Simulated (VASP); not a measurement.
C: single point with PBE+D3(BJ)

C:

```
CELL_PARAMETERS angstrom
-1.23278 2.13410 0.00000
-1.23278 0.00000 -3.39788
-3.69834 -2.13410 0.00000
ATOMIC_POSITIONS crystal
C 0.24351 0.02637 0.91009
C 0.75658 0.97363 0.42322
C 0.24843 0.00612 0.58184
C 0.75148 0.99388 0.08486
```

This cell differs from its parent crystal: atoms displaced along a vibrational mode.

```yaml
Program: VASP 6.6.1
Task: single point
Functional: PBE
Dispersion: D3(BJ)
Potentials_or_basis: VASP PAW PBE potentials, release 64 (C)
Cutoff: 520 eV
k_mesh: 14 × 10 × 8
Occupations: gaussian, width 0.03 eV
Spin: no spin polarisation
```

The pressure is -0.7 GPa. The largest force is 1.310 eV/Å and the dispersion energy per atom is -0.154 eV.

Forces in eV/Å, atoms in the order of the input:
```
C   -0.072 -0.058  1.307
C   -0.078 -0.057 -1.306
C    0.075  0.058  0.644
C    0.074  0.057 -0.645
```

Stress tensor (GPa, compression positive):
```
-0.65 -0.38 -0.07
-0.38 -0.41 -0.01
-0.07 -0.01 -1.13
```

Wall time 110 s on 1 thread of Intel(R) Xeon(R) 6975P-C (Granite Rapids), with other jobs on the host, peak memory 0.33 GiB.

Caveat: the cell differs from its parent crystal (atoms displaced along a vibrational mode); forces of over 1 eV/Å act on the atoms, so gaps and moduli don't describe the material at rest.
